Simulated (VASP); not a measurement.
# Zn (I4/mmm) in VASP: notebook

The runs below take Zn through single point, with PBEsol.

Program: VASP 6.6.1. These are calculated values, not measurements. Logs are shortened: lines on timing, memory, paths and dates and some standing lists are left out, and cuts for length are marked.

## 1. The cell of the first run

It takes space group I4/mmm (No. 139, tetragonal). Conventional cell: a = 3.232 Å, b = 3.232 Å, c = 3.044 Å, α = 90.00°, β = 90.00°, γ = 90.00°. Within 3.6 Å of Zn (site symmetry 4/mmm) lie 14 Zn at 2.75 to 3.23 Å.

## 2. Single point, PBEsol (strain +0.030 along x and y, -0.030 along z)

INCAR reads:

```
PREC     = Accurate       # precision mode
ENCUT    = 520            # plane-wave cutoff, eV
EDIFF    = 1E-6           # SCF threshold, eV
ISMEAR   = 0              # smearing method
SIGMA    = 0.15           # smearing width, eV
LREAL    = False          # projectors in reciprocal space
LASPH    = True           # aspherical terms in the spheres
NELM     = 80             # most SCF steps
ALGO     = Fast           # electronic algorithm
ISIF     = 2              # what is computed and relaxed
LWAVE    = False          # write WAVECAR
LCHARG   = False          # write CHGCAR
GGA      = PS             # functional
NBANDS   = 12             # bands
```

KPOINTS reads:

```
Automatic mesh
0
Gamma
  22 22 22
```

POSCAR reads:

```
Zn
1.0
   -1.6161081100      1.6161081100      1.5219658900
    1.6161081100     -1.6161081100      1.5219658900
    1.6161081100      1.6161081100     -1.5219658900
Zn
1
Direct
    0.0000000000      0.0000000000      0.0000000000
```

Potentials or basis: VASP PAW PBE potentials, release 64 (Zn).

The run is started by

```console
> cat potpaw_PBE.64/Zn/POTCAR > POTCAR
> mpirun -np 1 vasp_std > vasp.out
```

OUTCAR:

```text
PREC = Accurate
   ENCUT = 520
   EDIFF = 1E-6
   ISMEAR = 0
   LREAL = False
   LASPH = True
   NELM = 80
   ISIF = 2
   GGA = PS

 ion  position               nearest neighbor table
   1  0.000  0.000  0.000-

  LATTYP: Found a body centered tetragonal cell.
 ALAT       =     3.2322162200
 C/A-ratio  =     0.9417475728

  Lattice vectors:

 A1 = (  -1.6161081100,   1.6161081100,   1.5219658900)
 A2 = (   1.6161081100,  -1.6161081100,   1.5219658900)
 A3 = (   1.6161081100,   1.6161081100,  -1.5219658900)

Analysis of symmetry for initial positions (statically):
=====================================================================
 Subroutine PRICEL returns:
 Original cell was already a primitive cell.

 Routine SETGRP: Setting up the symmetry group for a
 body centered tetragonal supercell.

 Subroutine GETGRP returns: Found 16 space group operations
 (whereof 16 operations were pure point group operations)
 out of a pool of 16 trial point group operations.

The static configuration has the point symmetry D_4h.

Analysis of symmetry for dynamics (positions and initial velocities):
=====================================================================
 Subroutine PRICEL returns:
 Original cell was already a primitive cell.

 Routine SETGRP: Setting up the symmetry group for a
 body centered tetragonal supercell.

 Subroutine GETGRP returns: Found 16 space group operations
 (whereof 16 operations were pure point group operations)
 out of a pool of 16 trial point group operations.

The dynamic configuration has the point symmetry D_4h.

 Subroutine INISYM returns: Found 16 space group operations
 (whereof 16 operations are pure point group operations),
 and found     1 'primitive' translations

----------------------------------------------------------------------------------------

                                     Primitive cell

  volume of cell :      15.9003

  direct lattice vectors                    reciprocal lattice vectors
    -1.616108110  1.616108110  1.521965890     0.000000000  0.309385243  0.328522474
     1.616108110 -1.616108110  1.521965890     0.309385243  0.000000000  0.328522474
     1.616108110  1.616108110 -1.521965890     0.309385243  0.309385243  0.000000000

  length of vectors
     2.745904408  2.745904408  2.745904408     0.451271808  0.451271808  0.437536806

  position of ions in fractional coordinates (direct lattice)
     0.000000000  0.000000000  0.000000000

  ion indices of the primitive-cell ions
   primitive index   ion index
                 1           1

----------------------------------------------------------------------------------------

 KPOINTS: Automatic mesh

Automatic generation of k-mesh.
 Grid dimensions read from file:
 generate k-points for:   22   22   22

 Generating k-lattice:

  Cartesian coordinates                     Fractional coordinates (reciprocal lattice)
     0.000000000  0.014062966  0.014932840     0.045454545  0.000000000  0.000000000
     0.014062966  0.000000000  0.014932840     0.000000000  0.045454545  0.000000000
     0.014062966  0.014062966  0.000000000     0.000000000  0.000000000  0.045454545

  Length of vectors
     0.020512355  0.020512355  0.019888037

  Shift w.r.t. Gamma in fractional coordinates (k-lattice)
     0.000000000  0.000000000  0.000000000

 Subroutine IBZKPT returns following result:
 ===========================================

 Found    834 irreducible k-points:

 Following reciprocal coordinates:
            Coordinates               Weight
  0.000000  0.000000  0.000000      1.000000
  0.045455  0.000000 -0.000000      8.000000
  0.090909  0.000000 -0.000000      8.000000
  0.136364  0.000000 -0.000000      8.000000
  0.181818 -0.000000  0.000000      8.000000
  0.227273 -0.000000  0.000000      8.000000
[... 16 lines left out ...]
  0.500000  0.045455 -0.000000     16.000000
 -0.454545  0.045455 -0.000000     16.000000
 [... further k-points ...]
   k-points           NKPTS =    834   k-points in BZ     NKDIM =    834   number of bands    NBANDS=     12
   number of dos      NEDOS =    301   number of ions     NIONS =      1
   total plane-waves  NPLWV =   8000
   dimension x,y,z NGX =    20 NGY =   20 NGZ =   20
   dimension x,y,z NGXF=    40 NGYF=   40 NGZF=   40
   ions per type =               1
   NGX,Y,Z   is equivalent  to a cutoff of  12.11, 12.11, 12.11 a.u.
   NGXF,Y,Z  is equivalent  to a cutoff of  24.22, 24.22, 24.22 a.u.
 SYSTEM =  unknown system
   PREC   = accura    normal or accurate (medium, high low for compatibility)
   ISTART =      0    job   : 0-new  1-cont  2-samecut
   ICHARG =      2    charge: 1-file 2-atom 10-const
   ISPIN  =      1    spin polarized calculation?
   LNONCOLLINEAR =      F non collinear calculations
   LSORBIT =      F    spin-orbit coupling
   LASPH  =      T    aspherical Exc in radial PAW
   ENCUT  =  520.0 eV  38.22 Ry    6.18 a.u.   5.11  5.11  5.11*2*pi/ulx,y,z
   NELM   =     80;   NELMIN=  2; NELMDL= -5     # of ELM steps
   EDIFF  = 0.1E-05   stopping-criterion for ELM
   LREAL  =      F    real-space projection
   EDIFFG = 0.1E-04   stopping-criterion for IOM
   NSW    =      0    number of steps for IOM
   IBRION =     -1    ionic relax: 0-MD 1-quasi-New 2-CG
   NFREE  =      0    steps in history (QN), initial steepest desc. (CG)
   ISIF   =      2    stress and relaxation
   ISYM   =      2    0-nonsym 1-usesym 2-fastsym
   POTIM  = 0.5000    time-step for ionic-motion
   TEBEG  =    0.0;   TEEND  =   0.0 temperature during run
   PSTRESS=    0.0 pullay stress
   NELECT =      12.0000    total number of electrons
   NUPDOWN=      -1.0000    fix difference up-down
   EMIN   =  10.00;   EMAX   =-10.00  energy-range for DOS
   EFERMI =   0.00;   METHOD = LEGACY
   ISMEAR =     0;   SIGMA  =   0.15  broadening in eV -4-tet -1-fermi 0-gaus
   EFERMI_NEDOS =   21; number of points for ismear=-14 and -15
   IALGO  =     68    algorithm
   IMIX   =      4    mixing-type and parameters
     AMIX     =   0.40;   BMIX     =  1.00
     AMIX_MAG =   1.60;   BMIX_MAG =  1.00
  volume/ion in A,a.u.               =      15.90       107.30
  Fermi-wavevector in a.u.,A,eV,Ry     =   1.490505  2.816645 30.226759  2.221604
  Thomas-Fermi vector in A             =   2.603278
   LORBIT       =      0    0 simple, 1 ext, 2 COOP (PROOUT), +10 PAW based schemes
   GGA     = PS    functional components
   LHFCALC =     F    Hartree Fock is set to
   AEXX    =    0.0000 exact exchange contribution
   IVDW    =     0    specifies the selected vdW correction
   LEPSILON=     F    determine dielectric tensor
   LRPA    =     F    only Hartree local field effects (RPA)
 non-spin polarized calculation
 RMM-DIIS sequential band-by-band and
 Gauss-broadening in eV      SIGMA  =   0.15
  energy-cutoff  :      520.00
  volume of cell :       15.90
 maximum number of plane-waves:       444
   NGX = 11   NGY = 11   NGZ = 11

 number of electron      12.0000011 magnetization

 Free energy of the ion-electron system (eV)
  ---------------------------------------------------
  ext. energy  EPLUGINS =         0.00000000
  ---------------------------------------------------
  free energy    TOTEN  =        -1.46636863 eV

  energy without entropy =       -1.46276559  energy(sigma->0) =       -1.46456711

 E-fermi :   2.7394     XC(G=0): -11.4807

 val. band max:        2.7247666668   @ k =  -0.3182  -0.4091   0.1364
 cond. band min:       2.7521882598   @ k =   0.4545   0.3636   0.0455
 fundamental gap:      0.0274215930
 Fermi energy:         2.7394237254

 k-point     1 :       0.0000    0.0000    0.0000
  band No.  band energies     occupation
      1      -7.4085      2.00000
      2      -4.9949      2.00000
      3      -4.8873      2.00000
      4      -4.8873      2.00000
      5      -4.5093      2.00000
      6      -4.4107      2.00000
      7      20.5808      0.00000
      8      20.5808      0.00000
      9      21.7842      0.00000
     10      23.2332      0.00000
     11      23.2332      0.00000
     12      23.4219      0.00000

 k-point     2 :       0.0455    0.0000   -0.0000
  band No.  band energies     occupation
      1      -7.3430      2.00000
      2      -4.9905      2.00000
      3      -4.8867      2.00000
      4      -4.8832      2.00000
      5      -4.5086      2.00000
      6      -4.4154      2.00000
      7      20.0876      0.00000
      8      20.2197      0.00000
      9      20.9951      0.00000
     10      22.4245      0.00000
     11      22.5670      0.00000
     12      23.5223      0.00000

 k-point     3 :       0.0909    0.0000   -0.0000
  band No.  band energies     occupation
      1      -7.1483      2.00000
      2      -4.9884      2.00000
      3      -4.8846      2.00000
      4      -4.8600      2.00000
      5      -4.5064      2.00000
      6      -4.4278      2.00000
      7      18.6877      0.00000
      8      19.1192      0.00000
      9      19.7022      0.00000
     10      21.5829      0.00000
     11      21.7098      0.00000
     12      23.4621      0.00000
[... 286 lines left out ...]
 k-point    23 :       0.5000    0.0455   -0.0000
  band No.  band energies     occupation
      1      -5.5116      2.00000
      2      -5.2423      2.00000
      3      -4.4800      2.00000
      4      -4.3811      2.00000
      5      -4.1587      2.00000
      6       0.0622      2.00000
      7       2.2487      2.00000
      8      12.8594      0.00000
      9      14.3097      0.00000
     10      17.8390      0.00000
     11      19.2093      0.00000
     12      28.7740      0.00000

 k-point    24 :      -0.4545    0.0455   -0.0000
  band No.  band energies     occupation
      1      -5.4982      2.00000
      2      -5.2298      2.00000
      3      -4.4770      2.00000
      4      -4.3956      2.00000
      5      -4.1951      2.00000
      6      -1.0712      2.00000
      7       3.6450      0.00000
      8      12.9761      0.00000
      9      14.4690      0.00000
     10      17.9288      0.00000
     11      19.3355      0.00000
     12      28.9348      0.00000

 [... further k-points ...]
[... 5 lines left out ...]
  --------------------------------------------------------------------------------------
  -------------------------------------------------------------------------------------
  Total       -0.5533810     -0.5533810     -0.7748037      0.0000000     -0.0000000      0.0000000
  in kB      -55.7608161    -55.7608161    -78.0722216      0.0000000     -0.0000000      0.0000000
  external PRESSURE =     -63.1979513 kB  Pullay stress =       0.0000000 kB

 VOLUME and BASIS-vectors are now :
 -----------------------------------------------------------------------------
  energy-cutoff  :      520.00
  volume of cell :       15.90
      direct lattice vectors                 reciprocal lattice vectors
    -1.616108110  1.616108110  1.521965890     0.000000000  0.309385243  0.328522474
     1.616108110 -1.616108110  1.521965890     0.309385243  0.000000000  0.328522474
     1.616108110  1.616108110 -1.521965890     0.309385243  0.309385243  0.000000000

 POSITION                                       TOTAL-FORCE (eV/Angst)
 -----------------------------------------------------------------------------------
      0.00000      0.00000      0.00000         0.000000     -0.000000     -0.000000
 -----------------------------------------------------------------------------------
    total drift:                                0.000000     -0.000000      0.000000

  FREE ENERGIE OF THE ION-ELECTRON SYSTEM (eV)
  ---------------------------------------------------
  free  energy   TOTEN  =        -1.4663686260 eV

  energy  without entropy=       -1.4627655853  energy(sigma->0) =       -1.46456711
```

It took 1.8 min on 1 thread of AMD EPYC 7R43 (Zen 3), shared host; peak memory 0.21 GiB.

What came out:

```
Free energy            : -1.4664 eV
Pressure               : -6.3 GPa
Band gap on the k mesh : zero (band 6 reaches 6.43 eV, above the bottom of band 7 at 1.28 eV)
```

Stress tensor (GPa, compression positive):
```
-5.58  0.00  0.00
 0.00 -5.58  0.00
 0.00  0.00 -7.81
```

Levels at points of the mesh, in eV from the Fermi level:
```
           k point  band 4  band 5  band 6  band 7  band 8  band 9
(0.00, 0.00, 0.00)   -7.63   -7.25   -7.15   17.84   17.84   19.04
(0.50, 0.00, 0.00)   -7.11   -6.88   -2.45   -0.86   10.60   11.95
(0.50, 0.50, 0.00)   -7.19   -6.89   -2.78   -1.46   11.89   13.47
(0.50, 0.50, 0.50)   -6.96   -6.93    3.51    3.51    5.33    6.60
```

Caveat: the cell differs from its parent crystal (strain +0.030 along x and y, -0.030 along z); the PAW data sets were made with another functional, which shifts forces and pressure a little.

## 3. Single point, PBEsol (strain +0.030 along x and y, +0.000 along z)

INCAR reads:

```
SYSTEM = Zn
ALGO = Fast
EDIFF = 1E-6
ENCUT = 520
GGA = PS
ISIF = 2
ISMEAR = 0
LASPH = .True.
LCHARG = .False.
LREAL = .False.
LWAVE = .False.
NBANDS = 12
NELM = 80
PREC = Accurate
SIGMA = 0.15
```

KPOINTS reads:

```
k-points
0
Gamma
  22 22 22
  0 0 0
```

POSCAR reads:

```
Zn
1.0
   -1.6161081100      1.6161081100      1.5690370000
    1.6161081100     -1.6161081100      1.5690370000
    1.6161081100      1.6161081100     -1.5690370000
Zn
1
Direct
    0.0000000000      0.0000000000      0.0000000000
```

Potentials or basis: VASP PAW PBE potentials, release 64 (Zn).

The run is started by

```console
> cat potpaw_PBE.64/Zn/POTCAR > POTCAR
> mpirun -np 1 vasp_std > vasp.out
```

Run time: 2.9 min. Hardware: 1 thread of AMD EPYC 7R43 (Zen 3), shared host; peak memory 0.23 GiB.

Results (log left out):

```
Free energy            : -1.4412 eV
Pressure               : -7.5 GPa
Band gap on the k mesh : zero (band 6 reaches 6.29 eV, above the bottom of band 7 at 1.22 eV)
```

Stress tensor (GPa, compression positive):
```
-7.06  0.00  0.00
 0.00 -7.06  0.00
 0.00  0.00 -8.42
```

Levels at points of the mesh, in eV from the Fermi level:
```
           k point  band 3  band 4  band 5  band 6  band 7  band 8  band 9  band 10
(0.00, 0.00, 0.00)   -7.54   -7.54   -7.13   -7.08   17.79   17.79   18.26    20.13
(0.50, 0.00, 0.00)   -7.12   -7.06   -6.81   -2.36   -0.99   10.58   12.01    14.57
(0.50, 0.50, 0.00)   -7.16   -7.09   -6.81   -2.52   -1.28   11.19   12.74    15.21
(0.50, 0.50, 0.50)   -6.88   -6.88   -6.87    3.79    3.79    4.65    6.63     8.11
```

Caveat: the cell differs from its parent crystal (strain +0.030 along x and y, +0.000 along z); the PAW data sets were made with another functional, which shifts forces and pressure a little.
